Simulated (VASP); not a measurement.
Runs of VASP 6.6.1 on GaP. The structure is that of space group F-43m (No. 216), or close to it. The cells are those of the table. 

```tsv
level	cell	gap on the mesh (eV)	pressure (GPa)
PBE	a = 3.945 Å, angles 60.0°, 2 atoms	1.26	(b)
PBE	a = 3.893 Å, angles 60.0°, 2 atoms	1.58	(a)
PBE+D4	a = 3.893 Å, angles 60.0°, 2 atoms	1.58	-3.2
PBE	a = 3.841 Å, angles 60.0°, 2 atoms	1.59	3.3
```

Alike in all rows: task single point; potentials or basis VASP PAW PBE potentials, release 64 (Ga_d, P); no spin polarisation; k mesh 10 × 10 × 10; cutoff (eV) 520; smearing gaussian 0.05 eV.

Question: Estimate the missing entries.

Answer: (a) 0.0; (b) -2.7.

A k mesh can miss the band edges, and the runs leave out spin-orbit coupling on Ga.
